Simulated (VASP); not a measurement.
# AlGa2N3 (I-4m2) in VASP: relaxation of shape and atoms at fixed volume with PBE

Aim: the relaxation of shape and atoms at fixed volume of AlGa2N3 with PBE.

Program: VASP 6.6.1. These are calculated values, not measurements. Logs are shortened: lines on timing, memory, paths and dates and some standing lists are left out, and cuts for length are marked.

**1. The cell of the first run**

The structure is tetragonal, space group I-4m2 (No. 119). The conventional cell has a = 3.247 Å, b = 3.247 Å, c = 13.738 Å, α = 90.00°, β = 90.00°, γ = 90.00°. Al (site symmetry -4m2) has 4 N at 1.95 Å within 2.6 Å. Within 2.7 Å of Ga (site symmetry 2mm) lie 4 N at 2.00 to 2.01 Å. N (site symmetry 2mm) has 2 Al at 1.95 Å and 2 Ga at 2.01 Å within 2.6 Å. Within 2.7 Å of N (site symmetry -4m2) lie 4 Ga at 2.00 Å.

**2. Relaxation of shape and atoms at fixed volume, PBE (12.07 Å³/atom)**

File INCAR:

```
ALGO = Normal ; EDIFF = 1E-7
EDIFFG = -0.01 ; ENCUT = 600
GGA = PE ; IBRION = 2
ISIF = 4 ; ISMEAR = 0
LASPH = T ; LCHARG = F
LREAL = F ; LWAVE = F
NELM = 100 ; NSW = 50
PREC = Accurate ; SIGMA = 0.02
```

File KPOINTS:

```
k-points
0
Gamma
  12 12 12
```

File POSCAR:

```
AlGa2N3
1.0
   -1.6234156516      1.6234156516      6.8690548568
    1.6234156516     -1.6234156516      6.8690548568
    1.6234156516      1.6234156516     -6.8690548568
Al Ga N
1 2 3
Direct
    0.5000000000      0.5000000000      0.0000000000
    0.8353592025      0.8353592025      0.0000000000
    0.1646407975      0.1646407975      0.0000000000
    0.4215121692      0.9215121692      0.5000000000
    0.0784878308      0.5784878308      0.5000000000
    0.7500000000      0.2500000000      0.5000000000
```

Potentials or basis: VASP PAW PBE potentials, release 64 (Al, Ga_d, N).

On the command line:

```console
> cat potpaw_PBE.64/Al/POTCAR potpaw_PBE.64/Ga_d/POTCAR potpaw_PBE.64/N/POTCAR > POTCAR
> mpirun -np 1 vasp_std > vasp.out
```

OUTCAR:

```text
EDIFF = 1E-7
   EDIFFG = -0.01
   ENCUT = 600
   GGA = PE
   IBRION = 2
   ISIF = 4
   ISMEAR = 0
   LASPH = T
   LREAL = F
   NELM = 100
   NSW = 50
   PREC = Accurate

 ion  position               nearest neighbor table
   1  0.500  0.500  0.000-   4 1.95   5 1.95   5 1.95   4 1.95
   2  0.835  0.835  0.000-   6 2.00   6 2.00   4 2.01   4 2.01
   3  0.165  0.165  0.000-   6 2.00   6 2.00   5 2.01   5 2.01
   4  0.422  0.922  0.500-   1 1.95   1 1.95   2 2.01   2 2.01
   5  0.078  0.578  0.500-   1 1.95   1 1.95   3 2.01   3 2.01
   6  0.750  0.250  0.500-   2 2.00   3 2.00   2 2.00   3 2.00

  LATTYP: Found a body centered tetragonal cell.
 ALAT       =     3.2468313032
 C/A-ratio  =     4.2312360670

  Lattice vectors:

 A1 = (  -1.6234156516,   1.6234156516,   6.8690548568)
 A2 = (   1.6234156516,  -1.6234156516,   6.8690548568)
 A3 = (   1.6234156516,   1.6234156516,  -6.8690548568)

Analysis of symmetry for initial positions (statically):
=====================================================================
 Subroutine PRICEL returns:
 Original cell was already a primitive cell.

 Routine SETGRP: Setting up the symmetry group for a
 body centered tetragonal supercell.

 Subroutine GETGRP returns: Found  8 space group operations
 (whereof  8 operations were pure point group operations)
 out of a pool of 16 trial point group operations.

The static configuration has the point symmetry D_2d.

Analysis of symmetry for dynamics (positions and initial velocities):
=====================================================================
 Subroutine PRICEL returns:
 Original cell was already a primitive cell.

 Routine SETGRP: Setting up the symmetry group for a
 body centered tetragonal supercell.

 Subroutine GETGRP returns: Found  8 space group operations
 (whereof  8 operations were pure point group operations)
 out of a pool of 16 trial point group operations.

The dynamic configuration has the point symmetry D_2d.

 Subroutine INISYM returns: Found  8 space group operations
 (whereof  8 operations are pure point group operations),
 and found     1 'primitive' translations

----------------------------------------------------------------------------------------

                                     Primitive cell

  volume of cell :      72.4130

  direct lattice vectors                    reciprocal lattice vectors
    -1.623415652  1.623415652  6.869054857     0.000000000  0.307992595  0.072790218
     1.623415652 -1.623415652  6.869054857     0.307992595  0.000000000  0.072790218
     1.623415652  1.623415652 -6.869054857     0.307992595  0.307992595  0.000000000

  length of vectors
     7.242573533  7.242573533  7.242573533     0.316477258  0.316477258  0.435567306

  position of ions in fractional coordinates (direct lattice)
     0.500000000  0.500000000  0.000000000
     0.835359203  0.835359203  0.000000000
     0.164640797  0.164640797  0.000000000
     0.421512169  0.921512169  0.500000000
     0.078487831  0.578487831  0.500000000
     0.750000000  0.250000000  0.500000000

  ion indices of the primitive-cell ions
   primitive index   ion index
                 1           1
                 2           2
                 3           3
                 4           4
                 5           5
                 6           6

----------------------------------------------------------------------------------------

 KPOINTS: k-points

Automatic generation of k-mesh.
 Grid dimensions read from file:
 generate k-points for:   12   12   12

 Generating k-lattice:

  Cartesian coordinates                     Fractional coordinates (reciprocal lattice)
     0.000000000  0.025666050  0.006065851     0.083333333  0.000000000 -0.000000000
     0.025666050  0.000000000  0.006065851     0.000000000  0.083333333 -0.000000000
     0.025666050  0.025666050  0.000000000     0.000000000  0.000000000  0.083333333

  Length of vectors
     0.026373105  0.026373105  0.036297275

  Shift w.r.t. Gamma in fractional coordinates (k-lattice)
     0.000000000  0.000000000  0.000000000

 Subroutine IBZKPT returns following result:
 ===========================================

 Found    163 irreducible k-points:

 Following reciprocal coordinates:
            Coordinates               Weight
  0.000000  0.000000  0.000000      1.000000
  0.083333 -0.000000  0.000000      8.000000
  0.166667  0.000000 -0.000000      8.000000
  0.250000  0.000000 -0.000000      8.000000
  0.333333 -0.000000  0.000000      8.000000
  0.416667  0.000000 -0.000000      8.000000
[... 16 lines left out ...]
  0.500000  0.166667  0.000000     16.000000
 -0.416667  0.166667  0.000000     16.000000
 [... further k-points ...]
   k-points           NKPTS =    163   k-points in BZ     NKDIM =    163   number of bands    NBANDS=     26
   number of dos      NEDOS =    301   number of ions     NIONS =      6
   total plane-waves  NPLWV = 216000
   dimension x,y,z NGX =    60 NGY =   60 NGZ =   60
   dimension x,y,z NGXF=   120 NGYF=  120 NGZF=  120
   ions per type =               1   2   3
   NGX,Y,Z   is equivalent  to a cutoff of  13.77, 13.77, 13.77 a.u.
   NGXF,Y,Z  is equivalent  to a cutoff of  27.54, 27.54, 27.54 a.u.
 SYSTEM =  unknown system
   PREC   = accura    normal or accurate (medium, high low for compatibility)
   ISTART =      0    job   : 0-new  1-cont  2-samecut
   ICHARG =      2    charge: 1-file 2-atom 10-const
   ISPIN  =      1    spin polarized calculation?
   LNONCOLLINEAR =      F non collinear calculations
   LSORBIT =      F    spin-orbit coupling
   LASPH  =      T    aspherical Exc in radial PAW
   ENCUT  =  600.0 eV  44.10 Ry    6.64 a.u.  14.47 14.47 14.47*2*pi/ulx,y,z
   NELM   =    100;   NELMIN=  2; NELMDL= -5     # of ELM steps
   EDIFF  = 0.1E-06   stopping-criterion for ELM
   LREAL  =      F    real-space projection
   EDIFFG = -.1E-01   stopping-criterion for IOM
   NSW    =     50    number of steps for IOM
   IBRION =      2    ionic relax: 0-MD 1-quasi-New 2-CG
   NFREE  =      1    steps in history (QN), initial steepest desc. (CG)
   ISIF   =      4    stress and relaxation
   ISYM   =      2    0-nonsym 1-usesym 2-fastsym
   POTIM  = 0.5000    time-step for ionic-motion
   TEBEG  =    0.0;   TEEND  =   0.0 temperature during run
   PSTRESS=    0.0 pullay stress
   NELECT =      44.0000    total number of electrons
   NUPDOWN=      -1.0000    fix difference up-down
   EMIN   =  10.00;   EMAX   =-10.00  energy-range for DOS
   EFERMI =   0.00;   METHOD = LEGACY
   ISMEAR =     0;   SIGMA  =   0.02  broadening in eV -4-tet -1-fermi 0-gaus
   EFERMI_NEDOS =   21; number of points for ismear=-14 and -15
   IALGO  =     38    algorithm
   IMIX   =      4    mixing-type and parameters
     AMIX     =   0.40;   BMIX     =  1.00
     AMIX_MAG =   1.60;   BMIX_MAG =  1.00
  volume/ion in A,a.u.               =      12.07        81.44
  Fermi-wavevector in a.u.,A,eV,Ry     =   1.386608  2.620308 26.159658  1.922681
  Thomas-Fermi vector in A             =   2.510907
   LORBIT       =      0    0 simple, 1 ext, 2 COOP (PROOUT), +10 PAW based schemes
   GGA     = PE    functional components
   LHFCALC =     F    Hartree Fock is set to
   AEXX    =    0.0000 exact exchange contribution
   IVDW    =     0    specifies the selected vdW correction
   LEPSILON=     F    determine dielectric tensor
   LRPA    =     F    only Hartree local field effects (RPA)
 conjugate gradient relaxation of ions
 non-spin polarized calculation
 Gauss-broadening in eV      SIGMA  =   0.02
  energy-cutoff  :      600.00
  volume of cell :       72.41
 maximum number of plane-waves:      2463
 NGX is ok and might be reduce to    60
   NGX = 29   NGY = 29   NGZ = 29

--------------------------------------- Ionic step        1  -------------------------------------------

 number of electron      44.0000001 magnetization

 Free energy of the ion-electron system (eV)
  ---------------------------------------------------
  ext. energy  EPLUGINS =         0.00000000
  ---------------------------------------------------
  free energy    TOTEN  =       -39.02089539 eV

  energy without entropy =      -39.02089539  energy(sigma->0) =      -39.02089539

------------------------ aborting loop because EDIFF is reached ----------------------------------------

  FORCE on cell =-STRESS in cart. coord.  units (eV):
  Direction    XX          YY          ZZ          XY          YZ          ZX
  --------------------------------------------------------------------------------------
  -------------------------------------------------------------------------------------
  Total       -4.2299304     -4.2299304     -4.2015486      0.0000000     -0.0000000      0.0000000
  in kB      -93.5895523    -93.5895523    -92.9615889      0.0000000     -0.0000000      0.0000000
  external PRESSURE =     -93.3802312 kB  Pullay stress =       0.0000000 kB
[... 105 lines left out ...]
  energy  without entropy=      -39.0209596756  energy(sigma->0) =      -39.02095968

--------------------------------------- Ionic step        4  -------------------------------------------

 number of electron      44.0000001 magnetization

 Free energy of the ion-electron system (eV)
  ---------------------------------------------------
  ext. energy  EPLUGINS =         0.00000000
  ---------------------------------------------------
  free energy    TOTEN  =       -39.02097104 eV

  energy without entropy =      -39.02097104  energy(sigma->0) =      -39.02097104

 E-fermi :   4.7826     XC(G=0): -11.0266

 val. band max:        4.6897719509   @ k =   0.0000   0.0000   0.0000
 cond. band min:       6.5399263992   @ k =   0.0000   0.0000   0.0000
 fundamental gap:      1.8501544483
 Fermi energy:         4.7826289441

 k-point     1 :       0.0000    0.0000    0.0000
  band No.  band energies     occupation
      1     -10.3602      2.00000
      2      -9.7239      2.00000
      3      -9.2400      2.00000
      4      -8.4881      2.00000
      5      -8.4881      2.00000
      6      -8.4333      2.00000
[... 685 lines left out ...]
     25      11.0444      0.00000
     26      11.7698      0.00000

 [... further k-points ...]

------------------------ aborting loop because EDIFF is reached ----------------------------------------

  FORCE on cell =-STRESS in cart. coord.  units (eV):
  Direction    XX          YY          ZZ          XY          YZ          ZX
  --------------------------------------------------------------------------------------
  -------------------------------------------------------------------------------------
  Total       -4.2209384     -4.2209384     -4.2154977      0.0000000     -0.0000000      0.0000000
  in kB      -93.3905990    -93.3905990    -93.2702201      0.0000000     -0.0000000      0.0000000
  external PRESSURE =     -93.3504727 kB  Pullay stress =       0.0000000 kB
[... 21 lines left out ...]
  FREE ENERGIE OF THE ION-ELECTRON SYSTEM (eV)
  ---------------------------------------------------
  free  energy   TOTEN  =       -39.0209710409 eV

  energy  without entropy=      -39.0209710409  energy(sigma->0) =      -39.02097104

 reached required accuracy - stopping structural energy minimisation
```

Run time: 70 min. Hardware: 1 thread of Oxide Virtual Turin-like, shared host; peak memory 0.74 GiB.

What came out:

```yaml
Free_energy: -39.0210 eV
Energy_gained_by_relaxing: 0.0 meV/atom
Ionic_steps: 4
Pressure_after_relaxing: -9.3 GPa
Largest_force_after_relaxing: 0.004 eV/Å
Band_gap_on_the_k_mesh: 1.85 eV
```

Forces on the atoms (eV/Å):
```
Al   0.000  0.000  0.000
Ga   0.000  0.000  0.004
Ga   0.000  0.000 -0.004
N    0.000  0.000  0.001
N    0.000  0.000 -0.001
N    0.000  0.000  0.000
```

Final structure:
```cif
data_structure
_symmetry_space_group_name_H-M 'P 1'
_symmetry_Int_Tables_number 1
_cell_length_a 7.2438
_cell_length_b 7.2438
_cell_length_c 7.2438
_cell_angle_alpha 154.101
_cell_angle_beta 154.101
_cell_angle_gamma 36.952
_cell_volume 72.41
loop_
_atom_site_label
_atom_site_type_symbol
_atom_site_fract_x
_atom_site_fract_y
_atom_site_fract_z
_atom_site_occupancy
Al1 Al 0.50000 0.50000 0.00000 1
Ga1 Ga 0.83535 0.83535 0.00000 1
Ga2 Ga 0.16465 0.16465 0.00000 1
N1 N 0.42164 0.92164 0.50000 1
N2 N 0.07836 0.57836 0.50000 1
N3 N 0.75000 0.25000 0.50000 1
```

Levels at points of the mesh, in eV from the valence-band top:
| k point | band 18 | band 19 | band 20 | band 21 | band 22 | band 23 | band 24 | band 25 | band 26 |
| --- | --- | --- | --- | --- | --- | --- | --- | --- | --- |
| (0.00, 0.00, 0.00) | -1.63 | -1.63 | -0.11 | 0.00 | 0.00 | 1.85 | 4.33 | 4.38 | 6.70 |
| (0.50, 0.00, 0.00) | -2.09 | -1.07 | -0.75 | -0.71 | -0.64 | 4.61 | 5.58 | 6.73 | 7.36 |
| (0.50, 0.50, 0.00) | -2.94 | -2.84 | -2.78 | -2.20 | -2.18 | 3.27 | 5.09 | 5.22 | 6.26 |
| (0.50, 0.50, 0.50) | -1.65 | -0.84 | -0.84 | -0.47 | -0.47 | 3.22 | 3.93 | 4.09 | 6.72 |
